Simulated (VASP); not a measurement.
# Cu16H2O in VASP: single point with PBE+D3(BJ)

Aim: the single point of Cu16H2O with PBE+D3(BJ).

Program: VASP 6.6.1. These are calculated values, not measurements. Logs are shortened: lines on timing, memory, paths and dates and some standing lists are left out, and cuts for length are marked.

## 1. The cell of the first run

The cell holds a slab with vacuum, 19 atoms: a = 5.105 Å, b = 5.105 Å, c = 21.915 Å, α = 90.00°, β = 90.00°, γ = 90.00°.

## 2. Single point, PBE+D3(BJ)

Input file INCAR:

```
PREC = Accurate ; ENCUT = 520
EDIFF = 1E-6 ; ISMEAR = 1
SIGMA = 0.1 ; LREAL = False
LASPH = True ; NELM = 120
ALGO = Normal ; ISIF = 2
LWAVE = False ; LCHARG = False
GGA = PE ; IVDW = 12
NBANDS = 107 ; GGA_COMPAT = False
NELMDL = -8
```

Input file KPOINTS:

```
Automatic mesh
0
Gamma
  2 2 1
```

Input file POSCAR:

```
Cu16H2O
1.0
    5.1053109602      0.0000000000      0.0000000000
    0.0000000000      5.1053109602      0.0000000000
    0.0000000000      0.0000000000     21.9150000000
Cu O H
16 1 2
Direct
    0.2500000000      0.2500000000      0.1140771200
    0.7500000000      0.2500000000      0.1140771200
    0.2500000000      0.7500000000      0.1140771200
    0.7500000000      0.7500000000      0.1140771200
    0.0000000000      0.0000000000      0.1964407900
    0.5000000000      0.0000000000      0.1964407900
    0.0000000000      0.5000000000      0.1964407900
    0.5000000000      0.5000000000      0.1964407900
    0.2485694200      0.2482341200      0.2776732900
    0.7515208700      0.2482241400      0.2776559500
    0.2484754500      0.7518608900      0.2776818200
    0.7516044500      0.7518703500      0.2776826000
   -0.0001620500      0.0035648300      0.3608099500
    0.5000055300      0.0003283000      0.3560705000
    0.0000976700      0.4987349400      0.3555891600
    0.5001925900      0.5008288100      0.3567305600
    0.0006333700     -0.0856247200      0.4640437400
    0.1557401400     -0.1980151100      0.4628906300
    0.8549895400      0.7900259800      0.4623581400
```

Potentials or basis: VASP PAW PBE potentials, release 64 (Cu, O, H).

Started as:

```
cat potpaw_PBE.64/Cu/POTCAR potpaw_PBE.64/O/POTCAR potpaw_PBE.64/H/POTCAR > POTCAR
mpirun -np 1 vasp_std > vasp.out
```

OUTCAR:

```text
PREC = Accurate
   ENCUT = 520
   EDIFF = 1E-6
   ISMEAR = 1
   LREAL = False
   LASPH = True
   NELM = 120
   ISIF = 2
   GGA = PE
   IVDW = 12
   NELMDL = -8
 IVDW          = 12

 ion  position               nearest neighbor table
   1  0.250  0.250  0.114-   5 2.55   6 2.55   7 2.55   8 2.55   2 2.55   3 2.55   3 2.55   2 2.55

   2  0.750  0.250  0.114-   5 2.55   6 2.55   7 2.55   8 2.55   1 2.55   4 2.55   4 2.55   1 2.55

   3  0.250  0.750  0.114-   5 2.55   6 2.55   7 2.55   8 2.55   1 2.55   4 2.55   1 2.55   4 2.55
[... 23 lines left out ...]
  15  0.000  0.499  0.356-   9 2.48  10 2.48  11 2.49  12 2.49  13 2.53  16 2.55  16 2.55  13 2.58

  16  0.500  0.501  0.357-  12 2.51  11 2.51  10 2.51   9 2.51  14 2.55  15 2.55  15 2.55  14 2.56

  17  0.001  0.914  0.464-  18 0.98  19 0.98  13 2.31
  18  0.156  0.802  0.463-  17 0.98
  19  0.855  0.790  0.462-  17 0.98

  LATTYP: Found a simple tetragonal cell.
 ALAT       =     5.1053109602
 C/A-ratio  =     4.2925886730

  Lattice vectors:

 A1 = (   5.1053109602,   0.0000000000,   0.0000000000)
 A2 = (   0.0000000000,   5.1053109602,   0.0000000000)
 A3 = (   0.0000000000,   0.0000000000,  21.9150000000)

Analysis of symmetry for initial positions (statically):
=====================================================================
 Subroutine PRICEL returns:
 Original cell was already a primitive cell.

 Routine SETGRP: Setting up the symmetry group for a
 simple tetragonal supercell.

 Subroutine GETGRP returns: Found  1 space group operations
 (whereof  1 operations were pure point group operations)
 out of a pool of 16 trial point group operations.

The static configuration has the point symmetry C_1 .

Analysis of symmetry for dynamics (positions and initial velocities):
=====================================================================
 Subroutine PRICEL returns:
 Original cell was already a primitive cell.

 Routine SETGRP: Setting up the symmetry group for a
 simple tetragonal supercell.

 Subroutine GETGRP returns: Found  1 space group operations
 (whereof  1 operations were pure point group operations)
 out of a pool of 16 trial point group operations.

The dynamic configuration has the point symmetry C_1 .

 Subroutine INISYM returns: Found  1 space group operations
 (whereof  1 operations are pure point group operations),
 and found     1 'primitive' translations

----------------------------------------------------------------------------------------

                                     Primitive cell

  volume of cell :     571.1969

  direct lattice vectors                    reciprocal lattice vectors
     5.105310960  0.000000000  0.000000000     0.195874455  0.000000000  0.000000000
     0.000000000  5.105310960  0.000000000     0.000000000  0.195874455  0.000000000
     0.000000000  0.000000000 21.915000000     0.000000000  0.000000000  0.045630846

  length of vectors
     5.105310960  5.105310960 21.915000000     0.195874455  0.195874455  0.045630846

  position of ions in fractional coordinates (direct lattice)
     0.250000000  0.250000000  0.114077120
     0.750000000  0.250000000  0.114077120
     0.250000000  0.750000000  0.114077120
     0.750000000  0.750000000  0.114077120
     0.000000000  0.000000000  0.196440790
     0.500000000  0.000000000  0.196440790
[... 11 lines left out ...]
     0.155740140  0.801984890  0.462890630
     0.854989540  0.790025980  0.462358140

  ion indices of the primitive-cell ions
   primitive index   ion index
                 1           1
                 2           2
                 3           3
                 4           4
                 5           5
                 6           6
[... 11 lines left out ...]
                18          18
                19          19

----------------------------------------------------------------------------------------

 KPOINTS: Automatic mesh

Automatic generation of k-mesh.
 Grid dimensions read from file:
 generate k-points for:    2    2    1

 Generating k-lattice:

  Cartesian coordinates                     Fractional coordinates (reciprocal lattice)
     0.097937227  0.000000000  0.000000000     0.500000000  0.000000000  0.000000000
     0.000000000  0.097937227  0.000000000     0.000000000  0.500000000  0.000000000
     0.000000000  0.000000000  0.045630846     0.000000000  0.000000000  1.000000000

  Length of vectors
     0.097937227  0.097937227  0.045630846

  Shift w.r.t. Gamma in fractional coordinates (k-lattice)
     0.000000000  0.000000000  0.000000000

 Subroutine IBZKPT returns following result:
 ===========================================

 Found      4 irreducible k-points:

 Following reciprocal coordinates:
            Coordinates               Weight
  0.000000  0.000000  0.000000      1.000000
  0.500000  0.000000  0.000000      1.000000
  0.000000  0.500000  0.000000      1.000000
  0.500000  0.500000  0.000000      1.000000
   k-points           NKPTS =      4   k-points in BZ     NKDIM =      4   number of bands    NBANDS=    107
   number of dos      NEDOS =    301   number of ions     NIONS =     19
   total plane-waves  NPLWV = 268800
   dimension x,y,z NGX =    40 NGY =   40 NGZ =  168
   dimension x,y,z NGXF=    80 NGYF=   80 NGZF=  336
   ions per type =              16   1   2
   NGX,Y,Z   is equivalent  to a cutoff of  13.03, 13.03, 12.74 a.u.
   NGXF,Y,Z  is equivalent  to a cutoff of  26.05, 26.05, 25.49 a.u.
 SYSTEM =  unknown system
   PREC   = accura    normal or accurate (medium, high low for compatibility)
   ISTART =      0    job   : 0-new  1-cont  2-samecut
   ICHARG =      2    charge: 1-file 2-atom 10-const
   ISPIN  =      1    spin polarized calculation?
   LNONCOLLINEAR =      F non collinear calculations
   LSORBIT =      F    spin-orbit coupling
   LASPH  =      T    aspherical Exc in radial PAW
   ENCUT  =  520.0 eV  38.22 Ry    6.18 a.u.   9.49  9.49 40.75*2*pi/ulx,y,z
   NELM   =    120;   NELMIN=  2; NELMDL= -8     # of ELM steps
   EDIFF  = 0.1E-05   stopping-criterion for ELM
   LREAL  =      F    real-space projection
   EDIFFG = 0.1E-04   stopping-criterion for IOM
   NSW    =      0    number of steps for IOM
   IBRION =     -1    ionic relax: 0-MD 1-quasi-New 2-CG
   NFREE  =      0    steps in history (QN), initial steepest desc. (CG)
   ISIF   =      2    stress and relaxation
   ISYM   =      2    0-nonsym 1-usesym 2-fastsym
   POTIM  = 0.5000    time-step for ionic-motion
   TEBEG  =    0.0;   TEEND  =   0.0 temperature during run
   PSTRESS=    0.0 pullay stress
   NELECT =     184.0000    total number of electrons
   NUPDOWN=      -1.0000    fix difference up-down
   EMIN   =  10.00;   EMAX   =-10.00  energy-range for DOS
   EFERMI =   0.00;   METHOD = LEGACY
   ISMEAR =     1;   SIGMA  =   0.10  broadening in eV -4-tet -1-fermi 0-gaus
   EFERMI_NEDOS =   21; number of points for ismear=-14 and -15
   IALGO  =     38    algorithm
   IMIX   =      4    mixing-type and parameters
     AMIX     =   0.40;   BMIX     =  1.00
     AMIX_MAG =   1.60;   BMIX_MAG =  1.00
  volume/ion in A,a.u.               =      30.06       202.88
  Fermi-wavevector in a.u.,A,eV,Ry     =   1.122239  2.120725 17.135464  1.259421
  Thomas-Fermi vector in A             =   2.258898
   LORBIT       =      0    0 simple, 1 ext, 2 COOP (PROOUT), +10 PAW based schemes
   GGA     = PE    functional components
   LHFCALC =     F    Hartree Fock is set to
   AEXX    =    0.0000 exact exchange contribution
   IVDW    =    12    specifies the selected vdW correction
   LEPSILON=     F    determine dielectric tensor
   LRPA    =     F    only Hartree local field effects (RPA)
 non-spin polarized calculation
 Methfessel and Paxton  Order N= 1 SIGMA  =   0.10
  energy-cutoff  :      520.00
  volume of cell :      571.20
 maximum number of plane-waves:     15437
 NGX is ok and might be reduce to    40
   NGX = 19   NGY = 19   NGZ = 81

 number of electron     183.9999769 magnetization

 Free energy of the ion-electron system (eV)
  ---------------------------------------------------
  ext. energy  EPLUGINS =         0.00000000
  ---------------------------------------------------
  free energy    TOTEN  =       -68.56190452 eV

  energy without entropy =      -68.56941443  energy(sigma->0) =      -68.56440782

 E-fermi :  -0.1141     XC(G=0):  -5.4694

 val. band max:       -0.1974525751   @ k =   0.0000   0.0000   0.0000
 cond. band min:       0.0751862066   @ k =   0.5000   0.5000   0.0000
 fundamental gap:      0.2726387817
 Fermi energy:        -0.1140675923

 k-point     1 :       0.0000    0.0000    0.0000
  band No.  band energies     occupation
      1     -22.1921      2.00000
      2      -9.8141      2.00000
      3      -9.0938      2.00000
      4      -7.3399      2.00000
      5      -6.3935      2.00000
      6      -5.5006      2.00000
[... 96 lines left out ...]
    103       3.3003      0.00000
    104       3.6265      0.00000

 k-point     2 :       0.5000    0.0000    0.0000
  band No.  band energies     occupation
      1     -22.1901      2.00000
      2      -9.8646      2.00000
      3      -7.6794      2.00000
      4      -7.6660      2.00000
      5      -6.3886      2.00000
      6      -6.1550      2.00000
[... 96 lines left out ...]
    103       4.0524      0.00000
    104       4.2453      0.00000

 k-point     3 :       0.0000    0.5000    0.0000
  band No.  band energies     occupation
      1     -22.1909      2.00000
      2      -9.8109      2.00000
      3      -7.6812      2.00000
      4      -7.6715      2.00000
      5      -6.5113      2.00000
      6      -6.1613      2.00000
[... 96 lines left out ...]
    103       4.1318      0.00000
    104       4.2302      0.00000

 k-point     4 :       0.5000    0.5000    0.0000
  band No.  band energies     occupation
      1     -22.1891      2.00000
      2      -9.8584      2.00000
      3      -6.5436      2.00000
      4      -6.4275      2.00000
      5      -6.4263      2.00000
      6      -6.3982      2.00000
[... 96 lines left out ...]
    103       4.8203      0.00000
    104       5.2173      0.00000
 [bands above 104 left out]

------------------------ aborting loop because EDIFF is reached ----------------------------------------

 Edisp (eV)   -6.78535

 E8    (eV) :    -3.0022

  FORCE on cell =-STRESS in cart. coord.  units (eV):
  Direction    XX          YY          ZZ          XY          YZ          ZX
  --------------------------------------------------------------------------------------
  -------------------------------------------------------------------------------------
  Total      -9.93489   -10.13833    -1.85096     0.00334    -0.01551    -0.00628
  in kB     -27.86685   -28.43749    -5.19183     0.00936    -0.04350    -0.01762
  external pressure =      -20.50 kB  Pullay stress =        0.00 kB

 VOLUME and BASIS-vectors are now :
 -----------------------------------------------------------------------------
  energy-cutoff  :      520.00
  volume of cell :      571.20
      direct lattice vectors                 reciprocal lattice vectors
     5.105310960  0.000000000  0.000000000     0.195874455  0.000000000  0.000000000
     0.000000000  5.105310960  0.000000000     0.000000000  0.195874455  0.000000000
     0.000000000  0.000000000 21.915000000     0.000000000  0.000000000  0.045630846

 POSITION                                       TOTAL-FORCE (eV/Angst)
 -----------------------------------------------------------------------------------
      1.27633      1.27633      2.50000        -0.025264     -0.021144      0.266755
      3.82898      1.27633      2.50000         0.025281     -0.021114      0.266877
      1.27633      3.82898      2.50000        -0.022708      0.021073      0.269663
      3.82898      3.82898      2.50000         0.022717      0.021046      0.269575
      0.00000      0.00000      4.30500         0.000829     -0.006571     -0.364214
      2.55266      0.00000      4.30500         0.000116      0.007392     -0.305738
[... 11 lines left out ...]
      0.79510      4.09438     10.14425         0.113321     -0.027575      0.010050
      4.36499      4.03333     10.13258        -0.112946     -0.034607      0.008368
 -----------------------------------------------------------------------------------
    total drift:                                0.000172      0.001635      0.001202

  FREE ENERGIE OF THE ION-ELECTRON SYSTEM (eV)
  ---------------------------------------------------
  free  energy   TOTEN  =       -75.3472567148 eV

  energy  without entropy=      -75.3547666252  energy(sigma->0) =      -75.34976002
```

Run time: 20 min. Hardware: 1 thread of Oxide Virtual Turin-like, shared host; peak memory 0.64 GiB.

What came out:

```
Free energy                : -75.3473 eV
Largest force              : 0.364 eV/Å
Band gap on the k mesh     : zero (bands 92 and 93 overlap by 0.77 eV)
Dispersion energy per atom : -0.357 eV
```

Forces in eV/Å, atoms in the order of the input:
```
Cu  -0.025 -0.021  0.267
Cu   0.025 -0.021  0.267
Cu  -0.023  0.021  0.270
Cu   0.023  0.021  0.270
Cu   0.001 -0.007 -0.364
Cu   0.000  0.007 -0.306
Cu   0.001  0.008 -0.298
Cu   0.000 -0.007 -0.234
Cu  -0.008 -0.010  0.031
Cu   0.007 -0.010  0.032
Cu  -0.015  0.013  0.033
Cu   0.015  0.012  0.030
Cu   0.002  0.028 -0.092
Cu  -0.001 -0.009  0.035
Cu   0.001 -0.024  0.035
Cu  -0.001  0.001  0.009
O   -0.002  0.060 -0.002
H    0.113 -0.028  0.010
H   -0.113 -0.035  0.008
```

Levels at points of the mesh, in eV from the Fermi level:
```tsv
k point	band 89	band 90	band 91	band 92	band 93	band 94
(0.00, 0.00, 0.00)	-0.55	-0.46	-0.46	-0.36	-0.21	-0.18
(0.50, 0.00, 0.00)	-1.17	-0.91	0.56	0.56	0.57	0.59
(0.00, 0.50, 0.00)	-1.16	-0.92	0.56	0.56	0.58	0.58
(0.50, 0.50, 0.00)	-1.29	-1.28	-1.27	-1.12	0.19	0.21
```

Caveat: the k points lie up to 0.62 Å⁻¹ apart, too coarse for converged energies and pressures of a metal; there is no dipole correction, which matters where the two faces differ.

The gap in the log of VASP goes by the Fermi energy; the results here count the filled bands.